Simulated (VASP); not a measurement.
# ZnPt (P4/mmm) in VASP: further runs

The runs below take ZnPt through single point, with LDA.

Everything below comes from runs of VASP 6.6.1. Logs are shortened: lines on timing, memory, paths and dates and some standing lists are left out, and cuts for length are marked.

### Step 1. The cell of the first run

The structure is tetragonal, space group P4/mmm (No. 123). Conventional cell: a = 2.864 Å, b = 2.864 Å, c = 3.510 Å, α = 90.00°, β = 90.00°, γ = 90.00°. Zn (site symmetry 4/mmm) has 8 Pt at 2.68 Å and 4 Zn at 2.86 Å within 3.5 Å. Pt (site symmetry 4/mmm) has 8 Zn at 2.68 Å and 4 Pt at 2.86 Å within 3.5 Å.

### Step 2. Single point, LDA

File INCAR:

```
SYSTEM = ZnPt
PREC     = Accurate       ! precision mode
ENCUT    = 520            ! plane-wave cutoff, eV
EDIFF    = 1E-6           ! SCF threshold, eV
ISMEAR   = -1             ! smearing method
SIGMA    = 0.1            ! smearing width, eV
LREAL    = .FALSE.        ! projectors in reciprocal space
LASPH    = .TRUE.         ! aspherical terms in the spheres
NELM     = 60             ! most SCF steps
ALGO     = Normal         ! electronic algorithm
ISIF     = 2              ! what is computed and relaxed
LWAVE    = .FALSE.        ! write WAVECAR
LCHARG   = .FALSE.        ! write CHGCAR
GGA      = CA             ! functional
NBANDS   = 18             ! bands
```

File KPOINTS:

```
Automatic mesh
0
G
  3 3 3
  0 0 0
```

File POSCAR:

```
ZnPt
1.0
    2.8640000000      0.0000000000      0.0000000000
    0.0000000000      2.8640000000      0.0000000000
    0.0000000000      0.0000000000      3.5100000000
Zn Pt
1 1
Direct
    0.5000000000      0.5000000000      0.5000000000
    0.0000000000      0.0000000000      0.0000000000
```

Potentials or basis: VASP PAW LDA potentials, release 64 (Zn, Pt).

Started as:

```bash
> cat potpaw_LDA.64/Zn/POTCAR potpaw_LDA.64/Pt/POTCAR > POTCAR
> mpirun -np 1 vasp_std > vasp.out
```

OUTCAR:

```text
SYSTEM = ZnPt
   PREC = Accurate
   ENCUT = 520
   EDIFF = 1E-6
   ISMEAR = -1
   LREAL = .FALSE.
   LASPH = .TRUE.
   NELM = 60
   ISIF = 2
   GGA = CA

 ion  position               nearest neighbor table
   1  0.500  0.500  0.500-   2 2.68   2 2.68   2 2.68   2 2.68   2 2.68   2 2.68   2 2.68   2 2.68

   2  0.000  0.000  0.000-   1 2.68   1 2.68   1 2.68   1 2.68   1 2.68   1 2.68   1 2.68   1 2.68

  LATTYP: Found a simple tetragonal cell.
 ALAT       =     2.8640000000
 C/A-ratio  =     1.2255586592

  Lattice vectors:

 A1 = (   2.8640000000,   0.0000000000,   0.0000000000)
 A2 = (   0.0000000000,   2.8640000000,   0.0000000000)
 A3 = (   0.0000000000,   0.0000000000,   3.5100000000)

Analysis of symmetry for initial positions (statically):
=====================================================================
 Subroutine PRICEL returns:
 Original cell was already a primitive cell.

 Routine SETGRP: Setting up the symmetry group for a
 simple tetragonal supercell.

 Subroutine GETGRP returns: Found 16 space group operations
 (whereof 16 operations were pure point group operations)
 out of a pool of 16 trial point group operations.

The static configuration has the point symmetry D_4h.

Analysis of symmetry for dynamics (positions and initial velocities):
=====================================================================
 Subroutine PRICEL returns:
 Original cell was already a primitive cell.

 Routine SETGRP: Setting up the symmetry group for a
 simple tetragonal supercell.

 Subroutine GETGRP returns: Found 16 space group operations
 (whereof 16 operations were pure point group operations)
 out of a pool of 16 trial point group operations.

The dynamic configuration has the point symmetry D_4h.

 Subroutine INISYM returns: Found 16 space group operations
 (whereof 16 operations are pure point group operations),
 and found     1 'primitive' translations

----------------------------------------------------------------------------------------

                                     Primitive cell

  volume of cell :      28.7908

  direct lattice vectors                    reciprocal lattice vectors
     2.864000000  0.000000000  0.000000000     0.349162011  0.000000000  0.000000000
     0.000000000  2.864000000  0.000000000     0.000000000  0.349162011  0.000000000
     0.000000000  0.000000000  3.510000000     0.000000000  0.000000000  0.284900285

  length of vectors
     2.864000000  2.864000000  3.510000000     0.349162011  0.349162011  0.284900285

  position of ions in fractional coordinates (direct lattice)
     0.500000000  0.500000000  0.500000000
     0.000000000  0.000000000  0.000000000

  ion indices of the primitive-cell ions
   primitive index   ion index
                 1           1
                 2           2

----------------------------------------------------------------------------------------

 KPOINTS: Automatic mesh

Automatic generation of k-mesh.
 Grid dimensions read from file:
 generate k-points for:    3    3    3

 Generating k-lattice:

  Cartesian coordinates                     Fractional coordinates (reciprocal lattice)
     0.116387337  0.000000000  0.000000000     0.333333333  0.000000000  0.000000000
     0.000000000  0.116387337  0.000000000     0.000000000  0.333333333  0.000000000
     0.000000000  0.000000000  0.094966762     0.000000000  0.000000000  0.333333333

  Length of vectors
     0.116387337  0.116387337  0.094966762

  Shift w.r.t. Gamma in fractional coordinates (k-lattice)
     0.000000000  0.000000000  0.000000000

 Subroutine IBZKPT returns following result:
 ===========================================

 Found      6 irreducible k-points:

 Following reciprocal coordinates:
            Coordinates               Weight
  0.000000  0.000000  0.000000      1.000000
  0.333333  0.000000  0.000000      4.000000
  0.333333  0.333333  0.000000      4.000000
  0.000000  0.000000  0.333333      2.000000
  0.333333  0.000000  0.333333      8.000000
  0.333333  0.333333  0.333333      8.000000
   k-points           NKPTS =      6   k-points in BZ     NKDIM =      6   number of bands    NBANDS=     18
   number of dos      NEDOS =    301   number of ions     NIONS =      2
   total plane-waves  NPLWV =  16128
   dimension x,y,z NGX =    24 NGY =   24 NGZ =   28
   dimension x,y,z NGXF=    48 NGYF=   48 NGZF=   56
   ions per type =               1   1
   NGX,Y,Z   is equivalent  to a cutoff of  13.93, 13.93, 13.26 a.u.
   NGXF,Y,Z  is equivalent  to a cutoff of  27.86, 27.86, 26.52 a.u.
 SYSTEM =  ZnPt
   PREC   = accura    normal or accurate (medium, high low for compatibility)
   ISTART =      0    job   : 0-new  1-cont  2-samecut
   ICHARG =      2    charge: 1-file 2-atom 10-const
   ISPIN  =      1    spin polarized calculation?
   LNONCOLLINEAR =      F non collinear calculations
   LSORBIT =      F    spin-orbit coupling
   LASPH  =      T    aspherical Exc in radial PAW
   ENCUT  =  520.0 eV  38.22 Ry    6.18 a.u.   5.33  5.33  6.53*2*pi/ulx,y,z
   NELM   =     60;   NELMIN=  2; NELMDL= -5     # of ELM steps
   EDIFF  = 0.1E-05   stopping-criterion for ELM
   LREAL  =      F    real-space projection
   EDIFFG = 0.1E-04   stopping-criterion for IOM
   NSW    =      0    number of steps for IOM
   IBRION =     -1    ionic relax: 0-MD 1-quasi-New 2-CG
   NFREE  =      0    steps in history (QN), initial steepest desc. (CG)
   ISIF   =      2    stress and relaxation
   ISYM   =      2    0-nonsym 1-usesym 2-fastsym
   POTIM  = 0.5000    time-step for ionic-motion
   TEBEG  =    0.0;   TEEND  =   0.0 temperature during run
   PSTRESS=    0.0 pullay stress
   NELECT =      22.0000    total number of electrons
   NUPDOWN=      -1.0000    fix difference up-down
   EMIN   =  10.00;   EMAX   =-10.00  energy-range for DOS
   EFERMI =   0.00;   METHOD = LEGACY
   ISMEAR =    -1;   SIGMA  =   0.10  broadening in eV -4-tet -1-fermi 0-gaus
   EFERMI_NEDOS =   21; number of points for ismear=-14 and -15
   IALGO  =     38    algorithm
   IMIX   =      4    mixing-type and parameters
     AMIX     =   0.40;   BMIX     =  1.00
     AMIX_MAG =   1.60;   BMIX_MAG =  1.00
  volume/ion in A,a.u.               =      14.40        97.14
  Fermi-wavevector in a.u.,A,eV,Ry     =   1.496688  2.828331 30.478080  2.240076
  Thomas-Fermi vector in A             =   2.608673
   LORBIT       =      0    0 simple, 1 ext, 2 COOP (PROOUT), +10 PAW based schemes
   GGA     = CA    functional components
   LHFCALC =     F    Hartree Fock is set to
   AEXX    =    0.0000 exact exchange contribution
   IVDW    =     0    specifies the selected vdW correction
   LEPSILON=     F    determine dielectric tensor
   LRPA    =     F    only Hartree local field effects (RPA)
 non-spin polarized calculation
  energy-cutoff  :      520.00
  volume of cell :       28.79
 maximum number of plane-waves:       781
 NGX is ok and might be reduce to    24
   NGX = 11   NGY = 11   NGZ = 13

 number of electron      22.0000007 magnetization

 Free energy of the ion-electron system (eV)
  ---------------------------------------------------
  ext. energy  EPLUGINS =         0.00000000
  ---------------------------------------------------
  free energy    TOTEN  =       -10.47957844 eV

  energy without entropy =      -10.44076566  energy(sigma->0) =      -10.46017205

 E-fermi :   6.5959     XC(G=0): -13.0952

 val. band max:        6.4809474756   @ k =   0.0000   0.0000   0.0000
 cond. band min:       7.9688553152   @ k =   0.3333   0.0000   0.3333
 fundamental gap:      1.4879078396
 Fermi energy:         6.5958989480

 k-point     1 :       0.0000    0.0000    0.0000
  band No.  band energies     occupation
      1      -3.1759      2.00000
      2      -0.6250      2.00000
      3      -0.5998      2.00000
      4       0.1243      2.00000
      5       0.1243      2.00000
      6       0.3315      2.00000
[... 10 lines left out ...]
     17      22.7943      0.00000
     18      24.7008      0.00000

 k-point     2 :       0.3333    0.0000    0.0000
  band No.  band energies     occupation
      1      -1.0254      2.00000
      2      -0.2770      2.00000
      3      -0.0345      2.00000
      4      -0.0237      2.00000
      5       0.1806      2.00000
      6       0.2556      2.00000
[... 10 lines left out ...]
     17      21.6930      0.00000
     18      24.1243      0.00000

 k-point     3 :       0.3333    0.3333    0.0000
  band No.  band energies     occupation
      1      -0.6480      2.00000
      2      -0.3133      2.00000
      3      -0.2884      2.00000
      4      -0.1607      2.00000
      5       0.2615      2.00000
      6       1.4531      2.00000
[... 10 lines left out ...]
     17      20.9080      0.00000
     18      21.3654      0.00000

 k-point     4 :       0.0000    0.0000    0.3333
  band No.  band energies     occupation
      1      -1.6383      2.00000
      2      -0.4111      2.00000
      3      -0.3401      2.00000
      4       0.1986      2.00000
      5       0.1986      2.00000
      6       0.3628      2.00000
[... 10 lines left out ...]
     17      22.7161      0.00000
     18      24.1291      0.00000

 k-point     5 :       0.3333    0.0000    0.3333
  band No.  band energies     occupation
      1      -0.7955      2.00000
      2      -0.4623      2.00000
      3       0.0611      2.00000
      4       0.1693      2.00000
      5       0.1737      2.00000
      6       0.9042      2.00000
[... 10 lines left out ...]
     17      23.9108      0.00000
     18      24.1427      0.00000

 k-point     6 :       0.3333    0.3333    0.3333
  band No.  band energies     occupation
      1      -0.3634      2.00000
      2      -0.1680      2.00000
      3      -0.1514      2.00000
      4       0.1845      2.00000
      5       0.2202      2.00000
      6       1.3332      2.00000
[... 10 lines left out ...]
     17      18.8759      0.00000
     18      23.2088      0.00000

------------------------ aborting loop because EDIFF is reached ----------------------------------------

  FORCE on cell =-STRESS in cart. coord.  units (eV):
  Direction    XX          YY          ZZ          XY          YZ          ZX
  --------------------------------------------------------------------------------------
  -------------------------------------------------------------------------------------
  Total       -0.7005714     -0.7005714     -3.1736979      0.0000000     -0.0000000      0.0000000
  in kB      -38.9861042    -38.9861042   -176.6131443      0.0000000     -0.0000000      0.0000000
  external PRESSURE =     -84.8617843 kB  Pullay stress =       0.0000000 kB

 VOLUME and BASIS-vectors are now :
 -----------------------------------------------------------------------------
  energy-cutoff  :      520.00
  volume of cell :       28.79
      direct lattice vectors                 reciprocal lattice vectors
     2.864000000  0.000000000  0.000000000     0.349162011  0.000000000  0.000000000
     0.000000000  2.864000000  0.000000000     0.000000000  0.349162011  0.000000000
     0.000000000  0.000000000  3.510000000     0.000000000  0.000000000  0.284900285

 POSITION                                       TOTAL-FORCE (eV/Angst)
 -----------------------------------------------------------------------------------
      1.43200      1.43200      1.75500         0.000000      0.000000      0.000000
      0.00000      0.00000      0.00000         0.000000      0.000000      0.000000
 -----------------------------------------------------------------------------------
    total drift:                                0.000000      0.000000     -0.000000

  FREE ENERGIE OF THE ION-ELECTRON SYSTEM (eV)
  ---------------------------------------------------
  free  energy   TOTEN  =       -10.4795784415 eV

  energy  without entropy=      -10.4407656620  energy(sigma->0) =      -10.46017205
```

It took 6.4 s on 1 thread of AMD EPYC 7R13, shared host; peak memory 0.1 GiB.

Results:

```yaml
Free_energy: -10.4796 eV
Pressure: -8.5 GPa
Band_gap_on_the_k_mesh: zero (band 11 reaches 6.48 eV, above the bottom of band 12 at 6.43 eV)
```

Stress tensor (GPa, compression positive):
```
 -3.90   0.00   0.00
  0.00  -3.90   0.00
  0.00   0.00 -17.66
```

Caveat: the k points lie up to 0.73 Å⁻¹ apart; spin-orbit coupling is left out, which moves the levels of the heavy elements.

### Step 3. Single point, LDA

File INCAR:

```
SYSTEM = ZnPt
PREC = Accurate ; ENCUT = 520
EDIFF = 1E-6 ; ISMEAR = -1
SIGMA = 0.1 ; LREAL = .False.
LASPH = .True. ; NELM = 80
ALGO = Normal ; ISIF = 2
LWAVE = .False. ; LCHARG = .False.
NBANDS = 18
```

File KPOINTS:

```
regular mesh
0
Gamma
  4 4 3
  0 0 0
```

POSCAR is that of step 2.

Potentials or basis: VASP PAW LDA potentials, release 64 (Zn, Pt).

Started as:

```bash
> cat potpaw_LDA.64/Zn/POTCAR potpaw_LDA.64/Pt/POTCAR > POTCAR
> mpirun -np 1 vasp_std > vasp.out
```

OUTCAR:

```text
SYSTEM = ZnPt
   PREC = Accurate
   ENCUT = 520
   EDIFF = 1E-6
   ISMEAR = -1
   LREAL = .False.
   LASPH = .True.
   NELM = 80
   ISIF = 2

 ion  position               nearest neighbor table
   1  0.500  0.500  0.500-   2 2.68   2 2.68   2 2.68   2 2.68   2 2.68   2 2.68   2 2.68   2 2.68

   2  0.000  0.000  0.000-   1 2.68   1 2.68   1 2.68   1 2.68   1 2.68   1 2.68   1 2.68   1 2.68

  LATTYP: Found a simple tetragonal cell.
 ALAT       =     2.8640000000
 C/A-ratio  =     1.2255586592

  Lattice vectors:

 A1 = (   2.8640000000,   0.0000000000,   0.0000000000)
 A2 = (   0.0000000000,   2.8640000000,   0.0000000000)
 A3 = (   0.0000000000,   0.0000000000,   3.5100000000)

Analysis of symmetry for initial positions (statically):
=====================================================================
 Subroutine PRICEL returns:
 Original cell was already a primitive cell.

 Routine SETGRP: Setting up the symmetry group for a
 simple tetragonal supercell.

 Subroutine GETGRP returns: Found 16 space group operations
 (whereof 16 operations were pure point group operations)
 out of a pool of 16 trial point group operations.

The static configuration has the point symmetry D_4h.

Analysis of symmetry for dynamics (positions and initial velocities):
[... 145 lines left out ...]

 E-fermi :   7.5402     XC(G=0): -13.1043

 val. band max:        7.4724879651   @ k =   0.2500   0.0000   0.3333
 cond. band min:       7.5518221886   @ k =   0.5000   0.0000   0.3333
 fundamental gap:      0.0793342235
 Fermi energy:         7.5402072525

 k-point     1 :       0.0000    0.0000    0.0000
  band No.  band energies     occupation
      1      -3.1665      2.00000
      2      -0.5397      2.00000
      3      -0.4827      2.00000
      4       0.2445      2.00000
      5       0.2445      2.00000
      6       0.4902      2.00000
[... 229 lines left out ...]
      5       0.7709      2.00000
      6       1.7502      2.00000
[... 10 lines left out ...]
     17      16.0255      0.00000
     18      16.8334      0.00000

------------------------ aborting loop because EDIFF is reached ----------------------------------------

  FORCE on cell =-STRESS in cart. coord.  units (eV):
  Direction    XX          YY          ZZ          XY          YZ          ZX
  --------------------------------------------------------------------------------------
  -------------------------------------------------------------------------------------
  Total       -2.1013372     -2.1013372     -1.2654687      0.0000000      0.0000000      0.0000000
  in kB     -116.9373318   -116.9373318    -70.4220780      0.0000000      0.0000000      0.0000000
  external PRESSURE =    -101.4322472 kB  Pullay stress =       0.0000000 kB

 VOLUME and BASIS-vectors are now :
 -----------------------------------------------------------------------------
  energy-cutoff  :      520.00
  volume of cell :       28.79
      direct lattice vectors                 reciprocal lattice vectors
     2.864000000  0.000000000  0.000000000     0.349162011  0.000000000  0.000000000
     0.000000000  2.864000000  0.000000000     0.000000000  0.349162011  0.000000000
     0.000000000  0.000000000  3.510000000     0.000000000  0.000000000  0.284900285

 POSITION                                       TOTAL-FORCE (eV/Angst)
 -----------------------------------------------------------------------------------
      1.43200      1.43200      1.75500         0.000000      0.000000      0.000000
      0.00000      0.00000      0.00000         0.000000      0.000000      0.000000
 -----------------------------------------------------------------------------------
    total drift:                                0.000000      0.000000     -0.000000

  FREE ENERGIE OF THE ION-ELECTRON SYSTEM (eV)
  ---------------------------------------------------
  free  energy   TOTEN  =       -10.4171097557 eV

  energy  without entropy=      -10.3807813204  energy(sigma->0) =      -10.39894554
```

It took 8.7 s on 1 thread of AMD EPYC 7R13, shared host; peak memory 0.1 GiB.

Results:

- Free energy: -10.4171 eV
- Pressure: -10.1 GPa
- Band gap on the k mesh: zero (band 11 reaches 10.41 eV, above the bottom of band 12 at 6.13 eV)

Caveat: the k points lie up to 0.60 Å⁻¹ apart; spin-orbit coupling is left out, which moves the levels of the heavy elements.
